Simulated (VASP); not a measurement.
# Ni (P6_3/mmc) in VASP: further runs

The runs below take Ni through single point, relaxation of cell and atoms, with PBE.

Program: VASP 6.6.1. These are calculated values, not measurements. Logs are shortened: lines on timing, memory, paths and dates and some standing lists are left out, and cuts for length are marked.

## 1. The cell of the first run

It takes space group P6_3/mmc (No. 194, hexagonal). The conventional cell has a = 2.578 Å, b = 2.578 Å, c = 4.240 Å, α = 90.00°, β = 90.00°, γ = 120.00°. Ni (site symmetry -6m2) has 12 Ni at 2.58 to 2.59 Å within 3.4 Å.

## 2. Single point, PBE (volume scaled by 1.12)

Input file INCAR:

```
PREC     = Accurate       # precision mode
ENCUT    = 520            # plane-wave cutoff, eV
EDIFF    = 1E-7           # SCF threshold, eV
ISMEAR   = -1             # smearing method
SIGMA    = 0.1            # smearing width, eV
LREAL    = F              # projectors in reciprocal space
LASPH    = T              # aspherical terms in the spheres
NELM     = 80             # most SCF steps
ALGO     = Normal         # electronic algorithm
ISIF     = 2              # what is computed and relaxed
LWAVE    = F              # write WAVECAR
LCHARG   = F              # write CHGCAR
GGA      = PE             # functional
NBANDS   = 17             # bands
```

Input file KPOINTS:

```
regular mesh
0
Gamma
  16 16 9
```

Input file POSCAR:

```
Ni
1.0
    2.5780076439      0.0000000000      0.0000000000
   -1.2890038220      2.2326201108      0.0000000000
    0.0000000000      0.0000000000      4.2398185069
Ni
2
Direct
    0.3333333333      0.6666666667      0.2500000000
    0.6666666667      0.3333333333      0.7500000000
```

Potentials or basis: VASP PAW PBE potentials, release 64 (Ni).

The run is started by

```sh
> cat potpaw_PBE.64/Ni/POTCAR > POTCAR
> mpirun -np 1 vasp_std > vasp.out
```

OUTCAR:

```text
PREC = Accurate
   ENCUT = 520
   EDIFF = 1E-7
   ISMEAR = -1
   LREAL = F
   LASPH = T
   NELM = 80
   ISIF = 2
   GGA = PE

 ion  position               nearest neighbor table
   1  0.333  0.667  0.250-   2 2.59   2 2.59   2 2.59   2 2.59   2 2.59   2 2.59
   2  0.667  0.333  0.750-   1 2.59   1 2.59   1 2.59   1 2.59   1 2.59   1 2.59

  LATTYP: Found a hexagonal cell.
 ALAT       =     2.5780076439
 C/A-ratio  =     1.6446105259

  Lattice vectors:

 A1 = (   2.5780076439,   0.0000000000,   0.0000000000)
 A2 = (  -1.2890038220,   2.2326201108,   0.0000000000)
 A3 = (   0.0000000000,   0.0000000000,   4.2398185069)

Analysis of symmetry for initial positions (statically):
=====================================================================
 Subroutine PRICEL returns:
 Original cell was already a primitive cell.

 Routine SETGRP: Setting up the symmetry group for a
 hexagonal supercell.

 Subroutine GETGRP returns: Found 24 space group operations
 (whereof 12 operations were pure point group operations)
 out of a pool of 24 trial point group operations.

The static configuration has the point symmetry D_3d.
 The point group associated with its full space group is D_6h.

Analysis of symmetry for dynamics (positions and initial velocities):
=====================================================================
 Subroutine PRICEL returns:
 Original cell was already a primitive cell.

 Routine SETGRP: Setting up the symmetry group for a
 hexagonal supercell.

 Subroutine GETGRP returns: Found 24 space group operations
 (whereof 12 operations were pure point group operations)
 out of a pool of 24 trial point group operations.

The dynamic configuration has the point symmetry D_3d.
 The point group associated with its full space group is D_6h.

 Subroutine INISYM returns: Found 24 space group operations
 (whereof 12 operations are pure point group operations),
 and found     1 'primitive' translations

----------------------------------------------------------------------------------------

                                     Primitive cell

  volume of cell :      24.4032

  direct lattice vectors                    reciprocal lattice vectors
     2.578007644  0.000000000  0.000000000     0.387896445  0.223952117  0.000000000
    -1.289003822  2.232620111  0.000000000     0.000000000  0.447904234  0.000000000
     0.000000000  0.000000000  4.239818507     0.000000000  0.000000000  0.235859153

[... 76 lines left out ...]
   ICHARG =      2    charge: 1-file 2-atom 10-const
   ISPIN  =      1    spin polarized calculation?
   LNONCOLLINEAR =      F non collinear calculations
   LSORBIT =      F    spin-orbit coupling
   LASPH  =      T    aspherical Exc in radial PAW
   ENCUT  =  520.0 eV  38.22 Ry    6.18 a.u.   4.79  4.79  7.88*2*pi/ulx,y,z
   NELM   =     80;   NELMIN=  2; NELMDL= -5     # of ELM steps
   EDIFF  = 0.1E-06   stopping-criterion for ELM
   LREAL  =      F    real-space projection
   EDIFFG = 0.1E-05   stopping-criterion for IOM
   NSW    =      0    number of steps for IOM
   IBRION =     -1    ionic relax: 0-MD 1-quasi-New 2-CG
   NFREE  =      0    steps in history (QN), initial steepest desc. (CG)
   ISIF   =      2    stress and relaxation
   ISYM   =      2    0-nonsym 1-usesym 2-fastsym
   POTIM  = 0.5000    time-step for ionic-motion
   TEBEG  =    0.0;   TEEND  =   0.0 temperature during run
   PSTRESS=    0.0 pullay stress
   NELECT =      20.0000    total number of electrons
   NUPDOWN=      -1.0000    fix difference up-down
   EMIN   =  10.00;   EMAX   =-10.00  energy-range for DOS
   EFERMI =   0.00;   METHOD = LEGACY
   ISMEAR =    -1;   SIGMA  =   0.10  broadening in eV -4-tet -1-fermi 0-gaus
   EFERMI_NEDOS =   21; number of points for ismear=-14 and -15
   IALGO  =     38    algorithm
   IMIX   =      4    mixing-type and parameters
     AMIX     =   0.40;   BMIX     =  1.00
     AMIX_MAG =   1.60;   BMIX_MAG =  1.00
  volume/ion in A,a.u.               =      12.20        82.34
  Fermi-wavevector in a.u.,A,eV,Ry     =   1.532038  2.895131 31.934764  2.347139
  Thomas-Fermi vector in A             =   2.639299
   LORBIT       =      0    0 simple, 1 ext, 2 COOP (PROOUT), +10 PAW based schemes
   GGA     = PE    functional components
[... 5 lines left out ...]
 non-spin polarized calculation
  energy-cutoff  :      520.00
  volume of cell :       24.40
 maximum number of plane-waves:       671
 NGX is ok and might be reduce to    20
   NGX =  9   NGY =  9   NGZ = 15

 number of electron      19.9999990 magnetization

 Free energy of the ion-electron system (eV)
  ---------------------------------------------------
  ext. energy  EPLUGINS =         0.00000000
  ---------------------------------------------------
  free energy    TOTEN  =       -10.73514616 eV

  energy without entropy =      -10.52983515  energy(sigma->0) =      -10.63249066

 E-fermi :   7.6953     XC(G=0): -12.5890

 val. band max:        7.6952525474   @ k =   0.4375   0.1250   0.2222
 cond. band min:       7.6953758075   @ k =   0.4375   0.0625   0.2222
 fundamental gap:      0.0001232600
 Fermi energy:         7.6953338539

 k-point     1 :       0.0000    0.0000    0.0000
  band No.  band energies     occupation
      1      -0.4112      2.00000
      2       3.8344      2.00000
      3       6.0802      2.00000
      4       6.1579      2.00000
      5       6.1579      2.00000
      6       6.3845      2.00000
[... 457 lines left out ...]
      4       5.2174      2.00000
      5       5.9556      2.00000
      6       6.2699      2.00000
[... 9 lines left out ...]
     16      23.8323      0.00000
     17      24.6201      0.00000

 [... further k-points ...]

------------------------ aborting loop because EDIFF is reached ----------------------------------------

  FORCE on cell =-STRESS in cart. coord.  units (eV):
  Direction    XX          YY          ZZ          XY          YZ          ZX
  --------------------------------------------------------------------------------------
  -------------------------------------------------------------------------------------
  Total       -2.5373350     -2.5373350     -2.5633982      0.0000000     -0.0000000      0.0000000
  in kB     -166.5873778   -166.5873778   -168.2985433      0.0000000     -0.0000000      0.0000000
  external PRESSURE =    -167.1577663 kB  Pullay stress =       0.0000000 kB

 VOLUME and BASIS-vectors are now :
 -----------------------------------------------------------------------------
  energy-cutoff  :      520.00
  volume of cell :       24.40
      direct lattice vectors                 reciprocal lattice vectors
     2.578007644  0.000000000  0.000000000     0.387896445  0.223952117  0.000000000
    -1.289003822  2.232620111  0.000000000     0.000000000  0.447904234  0.000000000
     0.000000000  0.000000000  4.239818507     0.000000000  0.000000000  0.235859153

 POSITION                                       TOTAL-FORCE (eV/Angst)
 -----------------------------------------------------------------------------------
     -0.00000      1.48841      1.05995        -0.000000      0.000000      0.000000
      1.28900      0.74421      3.17986         0.000000     -0.000000      0.000000
 -----------------------------------------------------------------------------------
    total drift:                               -0.000000      0.000000     -0.000000

  FREE ENERGIE OF THE ION-ELECTRON SYSTEM (eV)
  ---------------------------------------------------
  free  energy   TOTEN  =       -10.7351461604 eV

  energy  without entropy=      -10.5298351508  energy(sigma->0) =      -10.63249066
```

OSZICAR:

```text
N       E                     dE             d eps       ncg     rms          rms(c)
DAV:   1     0.882551580978E+02    0.88255E+02   -0.96608E+03  5204   0.166E+03
DAV:   2    -0.982340570301E+01   -0.98079E+02   -0.92467E+02  5100   0.250E+02
DAV:   3    -0.127274387884E+02   -0.29040E+01   -0.28213E+01  5757   0.577E+01
DAV:   4    -0.127601174790E+02   -0.32679E-01   -0.32665E-01  6601   0.524E+00
DAV:   5    -0.127607601273E+02   -0.64265E-03   -0.64262E-03  5952   0.657E-01    0.126E+01
DAV:   6    -0.117279198839E+02    0.10328E+01   -0.12266E+01  5269   0.740E+01    0.996E+00
DAV:   7    -0.107593884442E+02    0.96853E+00   -0.29933E+00  5324   0.326E+01    0.181E+00
DAV:   8    -0.107394127523E+02    0.19976E-01   -0.14673E-02  7420   0.125E+00    0.644E-01
DAV:   9    -0.107351189995E+02    0.42938E-02   -0.12263E-03  7899   0.628E-01    0.906E-02
DAV:  10    -0.107351433615E+02   -0.24362E-04   -0.98688E-05  5434   0.106E-01    0.462E-02
DAV:  11    -0.107351461524E+02   -0.27909E-05   -0.32629E-06  7058   0.187E-02    0.220E-03
DAV:  12    -0.107351461604E+02   -0.79685E-08   -0.19049E-07  5041   0.476E-03
   1 F= -.10735146E+02 E0= -.10632491E+02  d E =-.205311E+00
```

Run time: 20 s. Hardware: 1 thread of Intel Xeon 6975P-C (Granite Rapids), shared host; peak memory 0.17 GiB.

Results:

```
Free energy            : -10.7351 eV
Pressure               : -16.7 GPa
Band gap on the k mesh : zero (band 10 reaches 7.75 eV, above the bottom of band 11 at 7.34 eV)
```

Stress tensor (GPa, compression positive):
```
-16.66   0.00   0.00
  0.00 -16.66   0.00
  0.00   0.00 -16.83
```

Caveat: the cell differs from its parent crystal (volume scaled by 1.12); the run has no spin polarisation, though such a crystal can be magnetic. Spin polarisation is off, so any magnetic state and its effect on volume and gap are missing.

## 3. Relaxation of cell and atoms, PBE

This run uses another cell than the first one, of 10.94 Å³/atom, 0.897 times its volume.

Input file INCAR:

```
  PREC = Accurate
  ENCUT = 600
  EDIFF = 1E-7
  ISMEAR = -1
  SIGMA = 0.1
  LREAL = F
  LASPH = T
  NELM = 60
  ALGO = Normal
  ISIF = 3
  LWAVE = F
  LCHARG = F
  GGA = PE
  IBRION = 2
  NSW = 80
  EDIFFG = -0.01
```

Input file KPOINTS:

```
Automatic mesh
0
Gamma
  14 14 8
```

Input file POSCAR:

```
Ni
1.0
    2.4917559660      0.0000000000      0.0000000000
   -1.2458779830      2.1579239666      0.0000000000
    0.0000000000      0.0000000000      4.0690374925
Ni
2
Direct
    0.3333333333      0.6666666667      0.2500000000
    0.6666666667      0.3333333333      0.7500000000
```

Potentials or basis: VASP PAW PBE potentials, release 64 (Ni).

The run is started by

```sh
> cat potpaw_PBE.64/Ni/POTCAR > POTCAR
> mpirun -np 1 vasp_std > vasp.out
```

Wall time 42 s (1 thread of Intel Xeon 6975P-C (Granite Rapids), shared host); peak memory 0.17 GiB.

The run converged. Its results:

- Free energy: -10.8879 eV
- Relaxed volume: 10.89 Å³/atom
- Relaxed cell: a = 2.483 Å, b = 2.483 Å, c = 4.080 Å, α = 90.00°, β = 90.00°, γ = 120.00°
- Space group after relaxing (to 0.05 Å): P6_3/mmc (No. 194)
- Energy gained by relaxing: 0.3 meV/atom
- Ionic steps: 4
- Pressure after relaxing: 0.1 GPa
- Band gap on the k mesh: zero (band 10 reaches 9.30 eV, above the bottom of band 11 at 8.76 eV)

The path:
| step | energy change (eV) | largest force (eV/Å) | pressure (GPa) | volume (Å³) |
| --- | --- | --- | --- | --- |
| 1 | 0.0000 | 0.0000 | -0.86 | 21.88 |
| 2 | -0.0004 | 0.0000 | 0.79 | 21.69 |
| 3 | -0.0006 | 0.0000 | 0.28 | 21.75 |
| 4 | -0.0007 | 0.0000 | 0.06 | 21.78 |

Final structure:
```
Ni
1.0
     2.48259    0.00000    0.00000
    -1.24129    2.14998    0.00000
     0.00000    0.00000    4.07962
Ni
2
Direct
  0.33333 0.66667 0.25000
  0.66667 0.33333 0.75000
```

Levels at points of the mesh, in eV from the Fermi level:
| k point | band 6 | band 7 | band 8 | band 9 | band 10 | band 11 | band 12 | band 13 | band 14 |
| --- | --- | --- | --- | --- | --- | --- | --- | --- | --- |
| (0.00, 0.00, 0.00) | -1.54 | -1.54 | -1.12 | -1.12 | -0.24 | -0.17 | -0.17 | 5.94 | 22.73 |
| (0.50, 0.00, 0.00) | -1.82 | -1.52 | -0.04 | 0.01 | 0.08 | 1.56 | 3.39 | 9.52 | 10.05 |
| (0.00, 0.00, 0.50) | -1.85 | -1.85 | -1.85 | -0.46 | -0.46 | -0.46 | -0.46 | 14.48 | 14.48 |
| (0.50, 0.00, 0.50) | -1.04 | -0.49 | -0.49 | 0.03 | 0.03 | 1.68 | 1.68 | 7.11 | 7.11 |

Caveat: the run has no spin polarisation, though such a crystal can be magnetic.
